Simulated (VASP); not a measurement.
A run of VASP 6.6.1 is set up as follows.

Contents of INCAR:

```
PREC = Accurate
ENCUT = 520
EDIFF = 1E-8
ISMEAR = -1
SIGMA = 0.03
LREAL = F
LASPH = T
NELM = 80
ALGO = Normal
ISIF = 2
LWAVE = F
LCHARG = F
GGA = PE
LEFG = T
NBANDS = 22
```

KPOINTS

```
regular mesh
0
Gamma
  9 9 3
```

POSCAR

```
Bi
1.0
    4.5008556366      0.0000000000      0.0000000000
   -2.2504278184      3.8978553202      0.0000000000
    0.0000000000      0.0000000000     11.7295919388
Bi
2
Direct
    0.3333333333      0.6666666667      0.2500000000
    0.6666666667      0.3333333333      0.7500000000
```

Potentials or basis: VASP PAW PBE potentials, release 64 (Bi_d).

Run with:

```console
$ cat potpaw_PBE.64/Bi_d/POTCAR > POTCAR
$ mpirun -np 1 vasp_std > vasp.out
```

**Question.** What does it give for the band gap on the k mesh?

**Answer.** Zero (band 15 reaches 0.54 eV, above the bottom of band 16 at -1.68 eV).

**Question.** Estimate the pressure.

**Answer.** -3.4 GPa.

Electric field gradients, principal values (V/Å²):
| atom | least | middle | greatest (by size) |
| --- | --- | --- | --- |
| 1 Bi | 65.165 | 65.170 | -130.335 |
| 2 Bi | 65.165 | 65.170 | -130.335 |

Caveat: without QUAD_EFG the Cq values of the log hold for a quadrupole moment of 1 mb, not for the nuclei; spin-orbit coupling is left out, which moves the levels of the heavy elements.
